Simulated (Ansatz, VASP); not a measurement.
One calculation of Bi, two programs

File INCAR:

```
SYSTEM = Bi
  PREC = Accurate
  ENCUT = 520
  EDIFF = 1E-7
  ISMEAR = 0
  SIGMA = 0.05
  LREAL = .FALSE.
  LASPH = .TRUE.
  NELM = 100
  ALGO = Fast
  ISIF = 2
  LWAVE = .FALSE.
  LCHARG = .TRUE.
  GGA = CA
  LELF = .TRUE.
  LVHAR = .TRUE.
  NBANDS = 14
```

Contents of KPOINTS:

```
regular mesh
0
G
  10 10 10
  0 0 0
```

Contents of POSCAR:

```
Bi
1.0
   -4.4703561000      4.4703561000      1.4305640000
    4.4703561000     -4.4703561000      1.4305640000
    4.4703561000      4.4703561000     -1.4305640000
Bi
1
Direct
    0.0000000000      0.0000000000      0.0000000000
```

Input for Ansatz:

```yaml
crystal:
  lattice:
    - [-4.4703561, 4.4703561, 1.430564]
    - [4.4703561, -4.4703561, 1.430564]
    - [4.4703561, 4.4703561, -1.430564]
  atoms:
    - { symbol: Bi, position: [0.0, 0.0, 0.0] }
basis:
  ecutwfc: 420
kpoints:
  mp_grid: { grid: [10, 10, 10] }
hamiltonian:
  xc: lda
scf:
  occupations: { method: gaussian, width: 0.05 }
output:
  forces: true
  stress: true
  eigenvalues: true
```

Change from the starting cell: strain +0.050 along x and y, +0.000 along z, atoms carried along.

Alike in both runs: task single point; functional LDA; k mesh 10 × 10 × 10; occupations gaussian, width 0.05 eV; no spin polarisation.

|  | VASP | Ansatz |
| --- | --- | --- |
| version | VASP 6.6.1 | Ansatz 0.2.0 |
| potentials or method | VASP PAW LDA potentials, release 64 (Bi_d), cutoff 520 eV | scalar-relativistic, plane waves, PAW |
| valence electrons in the cell | 15 | 15 |

```csv
,VASP,Ansatz,Ansatz less VASP
gap on the k mesh at the Fermi level (eV),none,none,-
pressure (GPa),-0.5,-0.5,+0.07
"traceless stress, the component that is largest in VASP (GPa)",-0.55,-0.47,+0.080
```

LDA's correlation is that of Perdew and Zunger in VASP and of Perdew and Wang (1992) in Ansatz. A gap of «none» marks a metal or a gap that the smearing closes.

Spin-orbit coupling is off throughout.
